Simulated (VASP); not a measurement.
BaO:

```xyz
2
Lattice="0.0000 2.7719 2.7719 2.7719 0.0000 2.7719 2.7719 2.7719 0.0000" Properties=species:S:1:pos:R:3 pbc="T T T"
Ba    0.0000    0.0000    0.0000
O     2.7719    2.7719    2.7719
```

Base run:

* Program: VASP 6.6.1
* Functional: PBE0
* Potentials or basis: VASP PAW PBE potentials, release 64 (Ba_sv, O)
* Cutoff: 520 eV
* k mesh: 6 × 6 × 6
* Occupations: gaussian, width 0.01 eV
* Spin: no spin polarisation

Its results: band gap on the k mesh 3.99 eV; pressure 1.0 GPa.

Task: The run is repeated on the same cell with these changes: functional from PBE0 to r2SCAN0; cutoff from 520 eV to 580 eV. What comes out?

Result: Band gap on the k mesh 4.22 eV; pressure 0.5 GPa.

Caveats: the PAW data sets were made with another functional, which shifts forces and pressure a little; spin-orbit coupling is left out, which moves the levels of the heavy elements.

A k mesh can miss the band edges.
